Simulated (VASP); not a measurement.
# SiGe: single point with PBEsol

SiGe:

```
Si Ge
1.0
     4.01449    0.00000    0.00000
    -2.00725    3.47665    0.00000
     0.00000    0.00000    6.10198
Si Ge
2 2
Direct
  0.66667 0.33333 0.87461
  0.33333 0.66667 0.37461
  0.66667 0.33333 0.50039
  0.33333 0.66667 0.00039
```

This cell differs from its parent crystal: ratio of the length along z to the lengths across it x 0.92, volume and fractional coordinates fixed.

| Item | Value |
| --- | --- |
| Program | VASP 6.6.1 |
| Task | single point |
| Functional | PBEsol |
| Potentials or basis | VASP PAW PBE potentials, release 64 (Si, Ge_d) |
| Cutoff | 520 eV |
| k mesh | 12 × 12 × 6 |
| Occupations | gaussian, width 0.03 eV |
| Spin | no spin polarisation |
| Dipole correction | no |
| Further INCAR settings | ALGO = Normal; EDIFF = 1e-06; NBANDS = 26 |

The pressure is 0.8 GPa, the largest force is 1.062 eV/Å and the band gap on the k mesh is zero (band 18 reaches 5.58 eV, above the bottom of band 19 at 5.31 eV).

Forces in eV/Å, atoms in the order of the input:
```
Si   0.000  0.000  1.062
Si   0.000  0.000  1.062
Ge   0.000  0.000 -1.062
Ge   0.000  0.000 -1.062
```

Stress tensor (GPa, compression positive):
```
-5.51  0.00  0.00
 0.00 -5.51  0.00
 0.00  0.00 13.35
```

Levels at points of the mesh, in eV from the Fermi level:
```csv
k point,band 14,band 15,band 16,band 17,band 18,band 19,band 20,band 21,band 22,band 23
"(0.00, 0.00, 0.00)",-1.95,-1.95,-0.37,-0.23,0.12,0.12,1.62,1.63,1.63,3.74
"(0.50, 0.00, 0.00)",-5.96,-4.83,-3.40,-3.10,-1.26,0.05,2.19,3.02,3.41,5.56
"(0.00, 0.00, 0.50)",-4.22,-1.19,-1.19,-1.19,-1.19,0.70,0.70,2.90,2.90,2.90
"(0.50, 0.00, 0.50)",-7.49,-2.59,-2.59,-2.26,-2.26,0.70,0.70,2.20,2.20,5.93
```

Run time: 110 s on 1 thread of Intel(R) Xeon(R) Platinum 8124M CPU @ 3.00GHz (Skylake/Cascade Lake), with other jobs on the host, peak memory 0.29 GiB.

Caveat: the PAW data sets were made with another functional, which shifts forces and pressure a little.
